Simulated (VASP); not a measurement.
Here is a VASP 6.6.1 calculation.

INCAR

```
PREC = Accurate
ENCUT = 520
EDIFF = 1E-7
ISMEAR = -1
SIGMA = 0.1
LREAL = False
LASPH = True
NELM = 80
ALGO = Normal
ISIF = 2
LWAVE = False
LCHARG = False
GGA = PS
NBANDS = 18
```

The input KPOINTS:

```
Automatic mesh
0
Gamma
  12 12 4
```

Contents of POSCAR:

```
Sb
1.0
    3.3770952393      0.0000000000      0.0000000000
   -1.6885476197      2.9246502682      0.0000000000
    0.0000000000      0.0000000000     11.4288888760
Sb
4
Direct
    0.0000000000      1.0000000000      0.0000000000
    0.0000000000      1.0000000000      0.5000000000
    0.3333333333      0.6666666667      0.2500000000
    0.6666666667      0.3333333333      0.7500000000
```

Potentials or basis: VASP PAW PBE potentials, release 64 (Sb).

Command:

```console
$ cat potpaw_PBE.64/Sb/POTCAR > POTCAR
$ mpirun -np 1 vasp_std > vasp.out
```

Q: What does it give for the band gap on the k mesh?

A: Zero (band 10 reaches 12.14 eV, above the bottom of band 11 at 5.32 eV).

Q: Estimate the pressure.

A: -4.3 GPa.

Stress tensor (GPa, compression positive):
```
-4.18  0.00  0.00
 0.00 -4.18  0.00
 0.00  0.00 -4.58
```

Caveat: the PAW data sets were made with another functional, which shifts forces and pressure a little; spin-orbit coupling is left out, which moves the levels of the heavy elements.
